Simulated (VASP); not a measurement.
# Lu8Pd8Pb3 (a cell with a defect) in VASP: single point with PBEsol

Aim: the single point of Lu8Pd8Pb3 (a cell with a defect) with PBEsol.

All numbers are computed with VASP 6.6.1; they aren't measurements. Logs are shortened: lines on timing, memory, paths and dates and some standing lists are left out, and cuts for length are marked.

### Step 1. The cell of the first run

The cell holds a defect, 19 atoms: a = 7.597 Å, b = 7.597 Å, c = 7.031 Å, α = 90.00°, β = 90.00°, γ = 90.00°.

### Step 2. Single point, PBEsol

INCAR

```
ALGO = Normal
EDIFF = 1E-6
ENCUT = 520
GGA = PS
ISIF = 2
ISMEAR = 0
LASPH = True
LCHARG = True
LELF = True
LREAL = Auto
LVHAR = True
LWAVE = False
NBANDS = 176
NELM = 100
PREC = Accurate
SIGMA = 0.1
```

KPOINTS

```
k-points
0
Gamma
  2 2 2
```

POSCAR

```
Lu8Pd8Pb3
1.0
    7.5970045000      0.0000000000      0.0000000000
    0.0000000000      7.5970045000      0.0000000000
    0.0000000000      0.0000000000      7.0309570600
Pd Lu Pb
8 8 3
Direct
    0.3644793155      0.8777601751     -0.0180504587
    0.1221807885      0.3640328237      0.0206822483
    0.6358937921      0.1216645324     -0.0180729307
    0.8782119321      0.6353838543      0.0206126988
    0.3609006682      0.8812275944      0.5210767138
    0.1186820411      0.3604079740      0.4814213728
    0.6395091644      0.1181794746      0.5211087152
    0.8816963318      0.6390042286      0.4814808242
    0.1880991383      0.6650009224      0.2496034302
    0.3534011333      0.1710125353      0.2514067409
    0.8122256608      0.3344531387      0.2496241955
    0.6470176502      0.8283990091      0.2514013362
    0.1715457718      0.6465040267      0.7511862119
    0.3349771611      0.1877055621      0.7529858247
    0.8289096051      0.3528951444      0.7511887720
    0.6653876538      0.8117029548      0.7529817000
    0.0001942871     -0.0002882715     -0.4984186321
    0.5001746412      0.4996932673      0.0012865958
    0.5001880675      0.4997194618      0.5013291889
```

Potentials or basis: VASP PAW PBE potentials, release 64 (Pd, Lu, Pb_d).

Started as:

```bash
cat potpaw_PBE.64/Pd/POTCAR potpaw_PBE.64/Lu/POTCAR potpaw_PBE.64/Pb_d/POTCAR > POTCAR
mpirun -np 1 vasp_std > vasp.out
```

OUTCAR:

```text
EDIFF = 1E-6
   ENCUT = 520
   GGA = PS
   ISIF = 2
   ISMEAR = 0
   LASPH = True
   LREAL = Auto
   NELM = 100
   PREC = Accurate

 ion  position               nearest neighbor table
   1  0.364  0.878  0.982-   3 2.77  13 2.80   9 2.82  16 2.84  14 2.86  12 2.89  10 2.93  18 3.05
                             5 3.24
   2  0.122  0.364  0.021-   4 2.77  10 2.80  14 2.82   9 2.84  11 2.86  13 2.89  15 2.93  18 3.05
                             6 3.24
   3  0.636  0.122  0.982-   1 2.77  15 2.80  11 2.82  14 2.84  16 2.86  10 2.89  12 2.93  18 3.05
                             7 3.24
   4  0.878  0.635  0.021-   2 2.77  12 2.81  16 2.82  11 2.84   9 2.86  15 2.89  13 2.93  18 3.05
                             8 3.24
   5  0.361  0.881  0.521-   7 2.78  13 2.80   9 2.84  14 2.85  16 2.88  17 2.89  10 2.91  12 2.91
                            19 3.09   1 3.24
   6  0.119  0.360  0.481-   8 2.78  10 2.80  14 2.84  11 2.85   9 2.88  17 2.89  15 2.91  13 2.91
                            19 3.09   2 3.24
   7  0.640  0.118  0.521-   5 2.78  15 2.80  11 2.84  16 2.85  14 2.88  17 2.89  12 2.91  10 2.91
                            19 3.09   3 3.24
   8  0.882  0.639  0.481-   6 2.78  12 2.80  16 2.84   9 2.85  11 2.88  17 2.89  13 2.91  15 2.91
                            19 3.09   4 3.24
   9  0.188  0.665  0.250-   1 2.82   5 2.84   2 2.84   8 2.85   4 2.86   6 2.88  18 3.20  19 3.21
                            17 3.41  13 3.51  13 3.53  12 3.70  11 3.80
  10  0.353  0.171  0.251-   6 2.80   2 2.80   3 2.89   5 2.91   7 2.91   1 2.93  19 3.25  18 3.25
                            12 3.43  17 3.46  14 3.51  14 3.53  11 3.70
  11  0.812  0.334  0.250-   3 2.82   7 2.84   4 2.84   6 2.85   2 2.86   8 2.88  18 3.20  19 3.21
                            17 3.41  15 3.51  15 3.53  10 3.70   9 3.80
  12  0.647  0.828  0.251-   8 2.80   4 2.81   1 2.89   7 2.91   5 2.91   3 2.93  19 3.25  18 3.25
                            10 3.43  17 3.46  16 3.51  16 3.53   9 3.70
  13  0.172  0.647  0.751-   5 2.80   1 2.80   2 2.89   8 2.91   6 2.91   4 2.93  19 3.25  18 3.25
                            15 3.43  17 3.46   9 3.51   9 3.53  14 3.70
  14  0.335  0.188  0.753-   2 2.82   6 2.84   3 2.84   5 2.85   1 2.86   7 2.88  18 3.20  19 3.21
                            17 3.41  10 3.51  10 3.53  13 3.70  16 3.80
  15  0.829  0.353  0.751-   7 2.80   3 2.80   4 2.89   6 2.91   8 2.91   2 2.93  19 3.25  18 3.25
                            13 3.43  17 3.46  11 3.51  11 3.53  16 3.70
  16  0.665  0.812  0.753-   4 2.82   8 2.84   1 2.84   7 2.85   3 2.86   5 2.88  18 3.20  19 3.21
                            17 3.41  12 3.51  12 3.53  15 3.70  14 3.80
  17  0.000  1.000  0.502-   7 2.89   5 2.89   6 2.89   8 2.89  14 3.41  16 3.41   9 3.41  11 3.41
                            15 3.46  13 3.46  12 3.46  10 3.46
  18  0.500  0.500  0.001-   2 3.05   4 3.05   3 3.05   1 3.05  14 3.20  16 3.20  11 3.20   9 3.20
                            13 3.25  10 3.25  15 3.25  12 3.25  19 3.52  19 3.52
  19  0.500  0.500  0.501-   5 3.09   8 3.09   6 3.09   7 3.09  16 3.21  14 3.21  11 3.21   9 3.21
                            13 3.25  15 3.25  12 3.25  10 3.25  18 3.52  18 3.52

  LATTYP: Found a simple tetragonal cell.
 ALAT       =     7.5970045000
 C/A-ratio  =     0.9254907062

  Lattice vectors:

 A1 = (   7.5970045000,   0.0000000000,   0.0000000000)
 A2 = (   0.0000000000,   7.5970045000,   0.0000000000)
 A3 = (   0.0000000000,   0.0000000000,   7.0309570600)

Analysis of symmetry for initial positions (statically):
=====================================================================
 Subroutine PRICEL returns:
 Original cell was already a primitive cell.

 Routine SETGRP: Setting up the symmetry group for a
 simple tetragonal supercell.

 Subroutine GETGRP returns: Found  1 space group operations
 (whereof  1 operations were pure point group operations)
 out of a pool of 16 trial point group operations.

The static configuration has the point symmetry C_1 .

Analysis of symmetry for dynamics (positions and initial velocities):
=====================================================================
 Subroutine PRICEL returns:
 Original cell was already a primitive cell.

 Routine SETGRP: Setting up the symmetry group for a
 simple tetragonal supercell.

 Subroutine GETGRP returns: Found  1 space group operations
 (whereof  1 operations were pure point group operations)
 out of a pool of 16 trial point group operations.

The dynamic configuration has the point symmetry C_1 .

 Subroutine INISYM returns: Found  1 space group operations
 (whereof  1 operations are pure point group operations),
 and found     1 'primitive' translations

----------------------------------------------------------------------------------------

                                     Primitive cell

  volume of cell :     405.7880

  direct lattice vectors                    reciprocal lattice vectors
     7.597004500  0.000000000  0.000000000     0.131630829  0.000000000  0.000000000
     0.000000000  7.597004500  0.000000000     0.000000000  0.131630829  0.000000000
     0.000000000  0.000000000  7.030957060     0.000000000  0.000000000  0.142228148

  length of vectors
     7.597004500  7.597004500  7.030957060     0.131630829  0.131630829  0.142228148

  position of ions in fractional coordinates (direct lattice)
     0.364479315  0.877760175  0.981949541
     0.122180789  0.364032824  0.020682248
     0.635893792  0.121664532  0.981927069
     0.878211932  0.635383854  0.020612699
     0.360900668  0.881227594  0.521076714
     0.118682041  0.360407974  0.481421373
[... 11 lines left out ...]
     0.500174641  0.499693267  0.001286596
     0.500188067  0.499719462  0.501329189

  ion indices of the primitive-cell ions
   primitive index   ion index
                 1           1
                 2           2
                 3           3
                 4           4
                 5           5
                 6           6
[... 11 lines left out ...]
                18          18
                19          19

----------------------------------------------------------------------------------------

 KPOINTS: k-points

Automatic generation of k-mesh.
 Grid dimensions read from file:
 generate k-points for:    2    2    2

 Generating k-lattice:

  Cartesian coordinates                     Fractional coordinates (reciprocal lattice)
     0.065815414  0.000000000  0.000000000     0.500000000  0.000000000  0.000000000
     0.000000000  0.065815414  0.000000000     0.000000000  0.500000000  0.000000000
     0.000000000  0.000000000  0.071114074     0.000000000  0.000000000  0.500000000

  Length of vectors
     0.065815414  0.065815414  0.071114074

  Shift w.r.t. Gamma in fractional coordinates (k-lattice)
     0.000000000  0.000000000  0.000000000

 Subroutine IBZKPT returns following result:
 ===========================================

 Found      8 irreducible k-points:

 Following reciprocal coordinates:
            Coordinates               Weight
  0.000000  0.000000  0.000000      1.000000
  0.500000  0.000000  0.000000      1.000000
  0.000000  0.500000  0.000000      1.000000
  0.500000  0.500000  0.000000      1.000000
  0.000000  0.000000  0.500000      1.000000
  0.500000  0.000000  0.500000      1.000000
  0.000000  0.500000  0.500000      1.000000
  0.500000  0.500000  0.500000      1.000000
   k-points           NKPTS =      8   k-points in BZ     NKDIM =      8   number of bands    NBANDS=    176
   number of dos      NEDOS =    301   number of ions     NIONS =     19
   total plane-waves  NPLWV = 194400
   dimension x,y,z NGX =    60 NGY =   60 NGZ =   54
   dimension x,y,z NGXF=   120 NGYF=  120 NGZF=  108
   ions per type =               8   8   3
   NGX,Y,Z   is equivalent  to a cutoff of  13.13, 13.13, 12.77 a.u.
   NGXF,Y,Z  is equivalent  to a cutoff of  26.26, 26.26, 25.54 a.u.
 SYSTEM =  unknown system
   PREC   = accura    normal or accurate (medium, high low for compatibility)
   ISTART =      0    job   : 0-new  1-cont  2-samecut
   ICHARG =      2    charge: 1-file 2-atom 10-const
   ISPIN  =      1    spin polarized calculation?
   LNONCOLLINEAR =      F non collinear calculations
   LSORBIT =      F    spin-orbit coupling
   LASPH  =      T    aspherical Exc in radial PAW
   ENCUT  =  520.0 eV  38.22 Ry    6.18 a.u.  14.13 14.13 13.07*2*pi/ulx,y,z
   NELM   =    100;   NELMIN=  2; NELMDL= -5     # of ELM steps
   EDIFF  = 0.1E-05   stopping-criterion for ELM
   LREAL  =      T    real-space projection
   EDIFFG = 0.1E-04   stopping-criterion for IOM
   NSW    =      0    number of steps for IOM
   IBRION =     -1    ionic relax: 0-MD 1-quasi-New 2-CG
   NFREE  =      0    steps in history (QN), initial steepest desc. (CG)
   ISIF   =      2    stress and relaxation
   ISYM   =      2    0-nonsym 1-usesym 2-fastsym
   POTIM  = 0.5000    time-step for ionic-motion
   TEBEG  =    0.0;   TEEND  =   0.0 temperature during run
   PSTRESS=    0.0 pullay stress
   NELECT =     322.0000    total number of electrons
   NUPDOWN=      -1.0000    fix difference up-down
   EMIN   =  10.00;   EMAX   =-10.00  energy-range for DOS
   EFERMI =   0.00;   METHOD = LEGACY
   ISMEAR =     0;   SIGMA  =   0.10  broadening in eV -4-tet -1-fermi 0-gaus
   EFERMI_NEDOS =   21; number of points for ismear=-14 and -15
   IALGO  =     38    algorithm
   IMIX   =      4    mixing-type and parameters
     AMIX     =   0.40;   BMIX     =  1.00
     AMIX_MAG =   1.60;   BMIX_MAG =  1.00
  volume/ion in A,a.u.               =      21.36       144.13
  Fermi-wavevector in a.u.,A,eV,Ry     =   1.515632  2.864129 31.254485  2.297140
  Thomas-Fermi vector in A             =   2.625130
   LORBIT       =      0    0 simple, 1 ext, 2 COOP (PROOUT), +10 PAW based schemes
   GGA     = PS    functional components
   LHFCALC =     F    Hartree Fock is set to
   AEXX    =    0.0000 exact exchange contribution
   IVDW    =     0    specifies the selected vdW correction
   LEPSILON=     F    determine dielectric tensor
   LRPA    =     F    only Hartree local field effects (RPA)
 non-spin polarized calculation
 Gauss-broadening in eV      SIGMA  =   0.10
  energy-cutoff  :      520.00
  volume of cell :      405.79
 maximum number of plane-waves:     10960
 NGX is ok and might be reduce to    60
   NGX = 29   NGY = 29   NGZ = 27

 number of electron     321.9999984 magnetization

 Free energy of the ion-electron system (eV)
  ---------------------------------------------------
  ext. energy  EPLUGINS =         0.00000000
  ---------------------------------------------------
  free energy    TOTEN  =      -113.04689951 eV

  energy without entropy =     -113.00025278  energy(sigma->0) =     -113.02357614

 E-fermi :   5.8700     XC(G=0): -11.7715

 val. band max:        5.8532501495   @ k =   0.5000   0.5000   0.0000
 cond. band min:       5.9174593756   @ k =   0.5000   0.5000   0.0000
 fundamental gap:      0.0642092261
 Fermi energy:         5.8699972963

 k-point     1 :       0.0000    0.0000    0.0000
  band No.  band energies     occupation
      1     -50.2133      2.00000
      2     -50.2120      2.00000
      3     -50.2075      2.00000
      4     -50.2064      2.00000
      5     -50.1494      2.00000
      6     -50.1491      2.00000
[... 1397 lines left out ...]
    172       7.7555      0.00000
    173       7.8513      0.00000
 [bands above 173 left out]

------------------------ aborting loop because EDIFF is reached ----------------------------------------

  FORCE on cell =-STRESS in cart. coord.  units (eV):
  Direction    XX          YY          ZZ          XY          YZ          ZX
  --------------------------------------------------------------------------------------
  -------------------------------------------------------------------------------------
  Total        4.0981792      4.1061097      5.0916578      0.0026331      0.0028259     -0.0001304
  in kB       16.1808864     16.2121987     20.1034491      0.0103964      0.0111576     -0.0005148
  external PRESSURE =      17.4988448 kB  Pullay stress =       0.0000000 kB

 VOLUME and BASIS-vectors are now :
 -----------------------------------------------------------------------------
  energy-cutoff  :      520.00
  volume of cell :      405.79
      direct lattice vectors                 reciprocal lattice vectors
     7.597004500  0.000000000  0.000000000     0.131630829  0.000000000  0.000000000
     0.000000000  7.597004500  0.000000000     0.000000000  0.131630829  0.000000000
     0.000000000  0.000000000  7.030957060     0.000000000  0.000000000  0.142228148

 POSITION                                       TOTAL-FORCE (eV/Angst)
 -----------------------------------------------------------------------------------
      2.76895      6.66835      6.90405         0.003618      0.013434     -0.001567
      0.92821      2.76556      0.14542        -0.014552      0.002808     -0.000073
      4.83089      0.92429      6.90389        -0.003227     -0.014087     -0.002718
      6.67178      4.82701      0.14493         0.015362     -0.003858     -0.000144
      2.74176      6.69469      3.66367         0.005876      0.002063      0.001708
      0.90163      2.73802      3.38485        -0.000357      0.004761     -0.000832
[... 11 lines left out ...]
      3.79983      3.79617      0.00905         0.000004      0.002975      0.004062
      3.79993      3.79637      3.52482        -0.001046      0.001380     -0.000361
 -----------------------------------------------------------------------------------
    total drift:                               -0.003063      0.003864      0.005532

  FREE ENERGIE OF THE ION-ELECTRON SYSTEM (eV)
  ---------------------------------------------------
  free  energy   TOTEN  =      -113.0468995091 eV

  energy  without entropy=     -113.0002527783  energy(sigma->0) =     -113.02357614
```

It took 46 min on 1 thread of Intel Xeon 8259CL, shared host; peak memory 0.7 GiB.

Results:

```
Free energy            : -113.0469 eV
Pressure               : 1.7 GPa
Largest force          : 0.016 eV/Å
Band gap on the k mesh : zero (bands 161 and 162 overlap by 0.47 eV)
```

Forces on the atoms (eV/Å):
```
Pd   0.004  0.013 -0.002
Pd  -0.015  0.003  0.000
Pd  -0.003 -0.014 -0.003
Pd   0.015 -0.004  0.000
Pd   0.006  0.002  0.002
Pd   0.000  0.005 -0.001
Pd  -0.005 -0.002  0.002
Pd   0.000 -0.006 -0.001
Lu   0.005  0.003 -0.002
Lu   0.002 -0.006 -0.002
Lu  -0.003 -0.004 -0.003
Lu  -0.002  0.005 -0.002
Lu  -0.007 -0.002  0.002
Lu  -0.004  0.002  0.001
Lu   0.006  0.002  0.003
Lu   0.004 -0.002  0.002
Pb  -0.001  0.001  0.001
Pb   0.000  0.003  0.004
Pb  -0.001  0.001  0.000
```

Caveat: the k points lie up to 0.45 Å⁻¹ apart; the PAW data sets were made with another functional, which shifts forces and pressure a little; spin-orbit coupling is left out, which moves the levels of the heavy elements.
